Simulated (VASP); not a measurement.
# C (P6_3/mmc) in VASP: a series of runs

Runs on C. Level: LDA. Tasks: single point.

Program: VASP 6.6.1. These are calculated values, not measurements. Logs are shortened: lines on timing, memory, paths and dates and some standing lists are left out, and cuts for length are marked.

### 1 The cell of the first run

It takes space group P6_3/mmc (No. 194, hexagonal). The conventional cell has a = 2.548 Å, b = 2.548 Å, c = 7.831 Å, α = 90.00°, β = 90.00°, γ = 120.00°. C (site symmetry 3m) has 4 C at 1.48 to 1.54 Å within 2.0 Å. C (site symmetry 3m) has 4 C at 1.50 to 1.54 Å within 2.0 Å.

### 2 Single point, LDA (atoms displaced along a vibrational mode, the cell strained)

Contents of INCAR:

```
SYSTEM = C
ALGO = Normal
EDIFF = 1E-6
ENCUT = 520
ISIF = 2
ISMEAR = 0
LASPH = .True.
LCHARG = .False.
LREAL = .False.
LWAVE = .False.
NBANDS = 26
NELM = 80
PREC = Accurate
SIGMA = 0.05
```

Contents of KPOINTS:

```
k-points
0
Gamma
  12 12 4
  0 0 0
```

Contents of POSCAR:

```
C
1.0
    2.5477576841      0.0000000000      0.0000000000
   -1.2738788420      2.2064228771      0.0000000000
    0.0000000000      0.0000000000      7.8306598603
C
8
Direct
    0.0000000000      0.0000000000      0.0943974049
    0.0000000000      0.0000000000      0.5943974049
    0.0000000000      0.0000000000      0.4056025951
    0.0000000000      0.0000000000      0.9056025951
    0.3333333333      0.6666666667      0.1544085368
    0.6666666667      0.3333333333      0.6544085368
    0.3333333333      0.6666666667      0.3455914632
    0.6666666667      0.3333333333      0.8455914632
```

Potentials or basis: VASP PAW LDA potentials, release 64 (C).

Run with:

```console
$ cat potpaw_LDA.64/C/POTCAR > POTCAR
$ mpirun -np 1 vasp_std > vasp.out
```

OUTCAR:

```text
SYSTEM = C
   EDIFF = 1E-6
   ENCUT = 520
   ISIF = 2
   ISMEAR = 0
   LASPH = .True.
   LREAL = .False.
   NELM = 80
   PREC = Accurate

 ion  position               nearest neighbor table
   1  0.000  0.000  0.094-   4 1.48   5 1.54   5 1.54   5 1.54
   2  0.000  0.000  0.594-   3 1.48   6 1.54   6 1.54   6 1.54
   3  0.000  0.000  0.406-   2 1.48   7 1.54   7 1.54   7 1.54
   4  0.000  0.000  0.906-   1 1.48   8 1.54   8 1.54   8 1.54
   5  0.333  0.667  0.154-   7 1.50   1 1.54   1 1.54   1 1.54
   6  0.667  0.333  0.654-   8 1.50   2 1.54   2 1.54   2 1.54
   7  0.333  0.667  0.346-   5 1.50   3 1.54   3 1.54   3 1.54
   8  0.667  0.333  0.846-   6 1.50   4 1.54   4 1.54   4 1.54

  LATTYP: Found a hexagonal cell.
 ALAT       =     2.5477576841
 C/A-ratio  =     3.0735496979

  Lattice vectors:

 A1 = (   2.5477576841,   0.0000000000,   0.0000000000)
 A2 = (  -1.2738788420,   2.2064228771,   0.0000000000)
 A3 = (   0.0000000000,   0.0000000000,   7.8306598603)

Analysis of symmetry for initial positions (statically):
=====================================================================
 Subroutine PRICEL returns:
 Original cell was already a primitive cell.

 Routine SETGRP: Setting up the symmetry group for a
 hexagonal supercell.

 Subroutine GETGRP returns: Found 24 space group operations
 (whereof 12 operations were pure point group operations)
 out of a pool of 24 trial point group operations.

The static configuration has the point symmetry D_3d.
 The point group associated with its full space group is D_6h.

Analysis of symmetry for dynamics (positions and initial velocities):
=====================================================================
 Subroutine PRICEL returns:
 Original cell was already a primitive cell.

 Routine SETGRP: Setting up the symmetry group for a
 hexagonal supercell.

 Subroutine GETGRP returns: Found 24 space group operations
 (whereof 12 operations were pure point group operations)
 out of a pool of 24 trial point group operations.

The dynamic configuration has the point symmetry D_3d.
 The point group associated with its full space group is D_6h.

 Subroutine INISYM returns: Found 24 space group operations
 (whereof 12 operations are pure point group operations),
 and found     1 'primitive' translations

----------------------------------------------------------------------------------------

                                     Primitive cell

  volume of cell :      44.0195

  direct lattice vectors                    reciprocal lattice vectors
     2.547757684  0.000000000  0.000000000     0.392502005  0.226611138  0.000000000
    -1.273878842  2.206422877  0.000000000     0.000000000  0.453222277  0.000000000
     0.000000000  0.000000000  7.830659860     0.000000000  0.000000000  0.127703159

  length of vectors
     2.547757684  2.547757684  7.830659860     0.453222277  0.453222277  0.127703159

  position of ions in fractional coordinates (direct lattice)
     0.000000000  0.000000000  0.094397405
     0.000000000  0.000000000  0.594397405
     0.000000000  0.000000000  0.405602595
     0.000000000  0.000000000  0.905602595
     0.333333333  0.666666667  0.154408537
     0.666666667  0.333333333  0.654408537
     0.333333333  0.666666667  0.345591463
     0.666666667  0.333333333  0.845591463

  ion indices of the primitive-cell ions
   primitive index   ion index
                 1           1
                 2           2
                 3           3
                 4           4
                 5           5
                 6           6
                 7           7
                 8           8

----------------------------------------------------------------------------------------

 KPOINTS: k-points

Automatic generation of k-mesh.
 Grid dimensions read from file:
 generate k-points for:   12   12    4

 Generating k-lattice:

  Cartesian coordinates                     Fractional coordinates (reciprocal lattice)
     0.032708500  0.018884262  0.000000000     0.083333333  0.000000000  0.000000000
     0.000000000  0.037768523  0.000000000     0.000000000  0.083333333  0.000000000
     0.000000000  0.000000000  0.031925790     0.000000000  0.000000000  0.250000000

  Length of vectors
     0.037768523  0.037768523  0.031925790

  Shift w.r.t. Gamma in fractional coordinates (k-lattice)
     0.000000000  0.000000000  0.000000000

 Subroutine IBZKPT returns following result:
 ===========================================

 Found     57 irreducible k-points:

 Following reciprocal coordinates:
            Coordinates               Weight
  0.000000  0.000000  0.000000      1.000000
  0.083333  0.000000  0.000000      6.000000
  0.166667 -0.000000  0.000000      6.000000
  0.250000  0.000000  0.000000      6.000000
  0.333333  0.000000  0.000000      6.000000
  0.416667  0.000000  0.000000      6.000000
[... 16 lines left out ...]
  0.250000  0.000000  0.250000     12.000000
  0.333333  0.000000  0.250000     12.000000
 [... further k-points ...]
   k-points           NKPTS =     57   k-points in BZ     NKDIM =     57   number of bands    NBANDS=     26
   number of dos      NEDOS =    301   number of ions     NIONS =      8
   total plane-waves  NPLWV =  24000
   dimension x,y,z NGX =    20 NGY =   20 NGZ =   60
   dimension x,y,z NGXF=    40 NGYF=   40 NGZF=  120
   ions per type =               8
   NGX,Y,Z   is equivalent  to a cutoff of  13.05, 13.05, 12.74 a.u.
   NGXF,Y,Z  is equivalent  to a cutoff of  26.10, 26.10, 25.48 a.u.
 SYSTEM =  C
   PREC   = accura    normal or accurate (medium, high low for compatibility)
   ISTART =      0    job   : 0-new  1-cont  2-samecut
   ICHARG =      2    charge: 1-file 2-atom 10-const
   ISPIN  =      1    spin polarized calculation?
   LNONCOLLINEAR =      F non collinear calculations
   LSORBIT =      F    spin-orbit coupling
   LASPH  =      T    aspherical Exc in radial PAW
   ENCUT  =  520.0 eV  38.22 Ry    6.18 a.u.   4.74  4.74 14.56*2*pi/ulx,y,z
   NELM   =     80;   NELMIN=  2; NELMDL= -5     # of ELM steps
   EDIFF  = 0.1E-05   stopping-criterion for ELM
   LREAL  =      F    real-space projection
   EDIFFG = 0.1E-04   stopping-criterion for IOM
   NSW    =      0    number of steps for IOM
   IBRION =     -1    ionic relax: 0-MD 1-quasi-New 2-CG
   NFREE  =      0    steps in history (QN), initial steepest desc. (CG)
   ISIF   =      2    stress and relaxation
   ISYM   =      2    0-nonsym 1-usesym 2-fastsym
   POTIM  = 0.5000    time-step for ionic-motion
   TEBEG  =    0.0;   TEEND  =   0.0 temperature during run
   PSTRESS=    0.0 pullay stress
   NELECT =      32.0000    total number of electrons
   NUPDOWN=      -1.0000    fix difference up-down
   EMIN   =  10.00;   EMAX   =-10.00  energy-range for DOS
   EFERMI =   0.00;   METHOD = LEGACY
   ISMEAR =     0;   SIGMA  =   0.05  broadening in eV -4-tet -1-fermi 0-gaus
   EFERMI_NEDOS =   21; number of points for ismear=-14 and -15
   IALGO  =     38    algorithm
   IMIX   =      4    mixing-type and parameters
     AMIX     =   0.40;   BMIX     =  1.00
     AMIX_MAG =   1.60;   BMIX_MAG =  1.00
  volume/ion in A,a.u.               =       5.50        37.13
  Fermi-wavevector in a.u.,A,eV,Ry     =   1.472007  2.781689 29.481149  2.166803
  Thomas-Fermi vector in A             =   2.587074
   LORBIT       =      0    0 simple, 1 ext, 2 COOP (PROOUT), +10 PAW based schemes
   GGA     = CA    functional components
   LHFCALC =     F    Hartree Fock is set to
   AEXX    =    0.0000 exact exchange contribution
   IVDW    =     0    specifies the selected vdW correction
   LEPSILON=     F    determine dielectric tensor
   LRPA    =     F    only Hartree local field effects (RPA)
 non-spin polarized calculation
 Gauss-broadening in eV      SIGMA  =   0.05
  energy-cutoff  :      520.00
  volume of cell :       44.02
 maximum number of plane-waves:      1206
 NGX is ok and might be reduce to    20
   NGX =  9   NGY =  9   NGZ = 29

 number of electron      32.0000003 magnetization

 Free energy of the ion-electron system (eV)
  ---------------------------------------------------
  ext. energy  EPLUGINS =         0.00000000
  ---------------------------------------------------
  free energy    TOTEN  =       -80.29678219 eV

  energy without entropy =      -80.29678219  energy(sigma->0) =      -80.29678219

 E-fermi :  10.5645     XC(G=0): -13.6408

 val. band max:       10.3024028716   @ k =   0.0000   0.0000   0.0000
 cond. band min:      13.9313402807   @ k =   0.5000   0.0000   0.0000
 fundamental gap:      3.6289374091
 Fermi energy:        10.5645242790

 k-point     1 :       0.0000    0.0000    0.0000
  band No.  band energies     occupation
      1     -11.5781      2.00000
      2      -9.6902      2.00000
      3      -9.6442      2.00000
      4      -4.6329      2.00000
      5      -3.4695      2.00000
      6       4.3231      2.00000
[... 18 lines left out ...]
     25      18.2124      0.00000
     26      18.2168      0.00000

 k-point     2 :       0.0833    0.0000    0.0000
  band No.  band energies     occupation
      1     -11.4116      2.00000
      2      -9.5261      2.00000
      3      -9.4810      2.00000
      4      -4.4885      2.00000
      5      -3.3180      2.00000
      6       4.3585      2.00000
[... 18 lines left out ...]
     25      18.5539      0.00000
     26      18.6546      0.00000

 k-point     3 :       0.1667   -0.0000    0.0000
  band No.  band energies     occupation
      1     -10.9139      2.00000
      2      -9.0361      2.00000
      3      -8.9941      2.00000
      4      -4.0571      2.00000
      5      -2.8776      2.00000
      6       3.7365      2.00000
[... 18 lines left out ...]
     25      19.6109      0.00000
     26      19.7324      0.00000

 k-point     4 :       0.2500    0.0000    0.0000
  band No.  band energies     occupation
      1     -10.0915      2.00000
      2      -8.2276      2.00000
      3      -8.1926      2.00000
      4      -3.3480      2.00000
      5      -2.2220      2.00000
      6       1.4735      2.00000
[... 18 lines left out ...]
     25      20.6980      0.00000
     26      21.0128      0.00000

 k-point     5 :       0.3333    0.0000    0.0000
  band No.  band energies     occupation
      1      -8.9598      2.00000
      2      -7.1196      2.00000
      3      -7.1033      2.00000
      4      -2.3990      2.00000
      5      -1.8935      2.00000
      6      -0.4559      2.00000
[... 18 lines left out ...]
     25      22.1656      0.00000
     26      22.2611      0.00000

 k-point     6 :       0.4167    0.0000    0.0000
  band No.  band energies     occupation
      1      -7.5624      2.00000
      2      -5.8557      2.00000
      3      -5.7734      2.00000
      4      -3.3106      2.00000
      5      -1.9303      2.00000
      6      -1.8519      2.00000
[... 427 lines left out ...]
 k-point    21 :       0.0833    0.0000    0.2500
  band No.  band energies     occupation
      1     -11.2915      2.00000
      2     -10.3350      2.00000
      3      -8.4439      2.00000
      4      -5.7053      2.00000
      5      -1.9193      2.00000
      6       2.2076      2.00000
[... 18 lines left out ...]
     25      18.6849      0.00000
     26      18.8748      0.00000

 k-point    22 :       0.1667   -0.0000    0.2500
  band No.  band energies     occupation
      1     -10.7943      2.00000
      2      -9.8421      2.00000
      3      -7.9621      2.00000
      4      -5.2496      2.00000
      5      -1.5173      2.00000
      6       2.4118      2.00000
[... 18 lines left out ...]
     25      19.9450      0.00000
     26      20.2504      0.00000

 k-point    23 :       0.2500    0.0000    0.2500
  band No.  band energies     occupation
      1      -9.9729      2.00000
      2      -9.0288      2.00000
      3      -7.1702      2.00000
      4      -4.5075      2.00000
      5      -0.9485      2.00000
      6       1.5752      2.00000
[... 18 lines left out ...]
     25      20.9181      0.00000
     26      21.8840      0.00000

 k-point    24 :       0.3333    0.0000    0.2500
  band No.  band energies     occupation
      1      -8.8428      2.00000
      2      -7.9137      2.00000
      3      -6.0975      2.00000
      4      -3.5460      2.00000
      5      -1.2148      2.00000
      6      -0.2226      2.00000
[... 18 lines left out ...]
     25      21.2174      0.00000
     26      23.4345      0.00000

 [... further k-points ...]

------------------------ aborting loop because EDIFF is reached ----------------------------------------

  FORCE on cell =-STRESS in cart. coord.  units (eV):
  Direction    XX          YY          ZZ          XY          YZ          ZX
  --------------------------------------------------------------------------------------
  -------------------------------------------------------------------------------------
  Total       -7.0716163     -7.0716163     18.1871152     -0.0000000     -0.0000000      0.0000000
  in kB     -257.3854777   -257.3854777    661.9560692     -0.0000000     -0.0000000      0.0000000
  external PRESSURE =      49.0617046 kB  Pullay stress =       0.0000000 kB

 VOLUME and BASIS-vectors are now :
 -----------------------------------------------------------------------------
  energy-cutoff  :      520.00
  volume of cell :       44.02
      direct lattice vectors                 reciprocal lattice vectors
     2.547757684  0.000000000  0.000000000     0.392502005  0.226611138  0.000000000
    -1.273878842  2.206422877  0.000000000     0.000000000  0.453222277  0.000000000
     0.000000000  0.000000000  7.830659860     0.000000000  0.000000000  0.127703159

 POSITION                                       TOTAL-FORCE (eV/Angst)
 -----------------------------------------------------------------------------------
      0.00000      0.00000      0.73919         0.000000     -0.000000     -0.567493
      0.00000      0.00000      4.65452         0.000000      0.000000     -0.567493
      0.00000      0.00000      3.17614         0.000000     -0.000000      0.567493
      0.00000      0.00000      7.09147         0.000000     -0.000000      0.567493
     -0.00000      1.47095      1.20912         0.000000     -0.000000      0.150621
      1.27388      0.73547      5.12445        -0.000000      0.000000      0.150621
     -0.00000      1.47095      2.70621         0.000000     -0.000000     -0.150621
      1.27388      0.73547      6.62154        -0.000000      0.000000     -0.150621
 -----------------------------------------------------------------------------------
    total drift:                               -0.000000      0.000000      0.000000

  FREE ENERGIE OF THE ION-ELECTRON SYSTEM (eV)
  ---------------------------------------------------
  free  energy   TOTEN  =       -80.2967821874 eV

  energy  without entropy=      -80.2967821874  energy(sigma->0) =      -80.29678219
```

Wall time 28 s (1 thread of Intel Xeon Platinum 8559C (Emerald Rapids), shared host); peak memory 0.16 GiB.

Results:

* Free energy: -80.2968 eV
* Pressure: 4.9 GPa
* Largest force: 0.567 eV/Å
* Band gap on the k mesh: 3.63 eV (least direct gap 4.70 eV)

Forces on the atoms (eV/Å):
```
C    0.000  0.000 -0.567
C    0.000  0.000 -0.567
C    0.000  0.000  0.567
C    0.000  0.000  0.567
C    0.000  0.000  0.151
C    0.000  0.000  0.151
C    0.000  0.000 -0.151
C    0.000  0.000 -0.151
```

Stress tensor (GPa, compression positive):
```
-25.74   0.00   0.00
  0.00 -25.74   0.00
  0.00   0.00  66.20
```

Levels at points of the mesh, in eV from the valence-band top:
| k point | band 14 | band 15 | band 16 | band 17 | band 18 | band 19 |
| --- | --- | --- | --- | --- | --- | --- |
| (0.00, 0.00, 0.00) | -0.09 | -0.09 | 0.00 | 4.70 | 4.70 | 6.66 |
| (0.50, 0.00, 0.00) | -4.17 | -3.45 | -2.82 | 3.63 | 5.24 | 5.46 |
| (0.00, 0.00, 0.50) | -0.94 | -0.94 | -0.94 | 5.63 | 5.63 | 5.63 |
| (0.50, 0.00, 0.50) | -4.59 | -3.74 | -3.74 | 4.05 | 4.05 | 7.21 |

Caveat: the cell differs from its parent crystal (atoms displaced along a vibrational mode, the cell strained); the stress differs along the axes, from -26 to 66 GPa.

### 3 Single point, LDA (atoms displaced along a vibrational mode, the cell strained)

Contents of INCAR:

```
ALGO     = Normal         # electronic algorithm
EDIFF    = 1E-7           # SCF threshold, eV
ENCUT    = 520            # plane-wave cutoff, eV
GGA      = CA             # functional
ISIF     = 2              # what is computed and relaxed
ISMEAR   = 0              # smearing method
LASPH    = True           # aspherical terms in the spheres
LCHARG   = False          # write CHGCAR
LREAL    = False          # projectors in reciprocal space
LWAVE    = False          # write WAVECAR
NBANDS   = 26             # bands
NELM     = 100            # most SCF steps
PREC     = Accurate       # precision mode
SIGMA    = 0.05           # smearing width, eV
```

Contents of KPOINTS:

```
k-points
0
Gamma
  12 12 4
```

Contents of POSCAR:

```
C
1.0
    2.4024880687      0.0000000000      0.0000000000
   -1.2012440343      2.0806156998      0.0000000000
    0.0000000000      0.0000000000      8.7892647126
C
8
Direct
    0.0000000000      0.0000000000      0.0987800240
    0.0000000000      0.0000000000      0.5987800240
    0.0000000000      0.0000000000      0.4012199760
    0.0000000000      0.0000000000      0.9012199760
    0.3333333333      0.6666666667      0.1510010552
    0.6666666667      0.3333333333      0.6510010552
    0.3333333333      0.6666666667      0.3489989448
    0.6666666667      0.3333333333      0.8489989448
```

Potentials or basis: VASP PAW LDA potentials, release 64 (C).

Run with:

```console
$ cat potpaw_LDA.64/C/POTCAR > POTCAR
$ mpirun -np 1 vasp_std > vasp.out
```

Run time: 32 s. Hardware: 1 thread of Intel Xeon Platinum 8559C (Emerald Rapids), shared host; peak memory 0.16 GiB.

It converged, with:

* Free energy: -79.3415 eV
* Pressure: 19.9 GPa
* Largest force: 2.071 eV/Å
* Band gap on the k mesh: 0.42 eV

Forces in eV/Å, atoms in the order of the input:
```
C    0.000  0.000 -2.071
C    0.000  0.000 -2.071
C    0.000  0.000  2.071
C    0.000  0.000  2.071
C    0.000  0.000  1.774
C    0.000  0.000  1.774
C    0.000  0.000 -1.774
C    0.000  0.000 -1.774
```

Stress tensor (GPa, compression positive):
```
 55.76   0.00   0.00
  0.00  55.76   0.00
  0.00   0.00 -51.68
```

Levels at points of the mesh, in eV from the valence-band top:
```tsv
k point	band 13	band 14	band 15	band 16	band 17	band 18	band 19	band 20
(0.00, 0.00, 0.00)	-2.64	-1.76	-1.76	0.00	0.42	5.95	5.95	6.88
(0.50, 0.00, 0.00)	-6.38	-5.54	-5.22	-4.21	2.71	3.35	4.96	5.15
(0.00, 0.00, 0.50)	-2.07	-2.07	-2.07	-2.07	4.46	4.46	6.32	6.32
(0.50, 0.00, 0.50)	-5.60	-5.60	-5.17	-5.17	4.26	4.26	4.51	4.51
```

Caveat: the cell differs from its parent crystal (atoms displaced along a vibrational mode, the cell strained); the stress differs along the axes, from -52 to 56 GPa; semilocal functionals underestimate gaps, and a narrow one can read as zero; forces of over 1 eV/Å act on the atoms, so gaps and moduli don't describe the material at rest. A k mesh can miss the band edges.

(Part 1 of 2 ends here.)
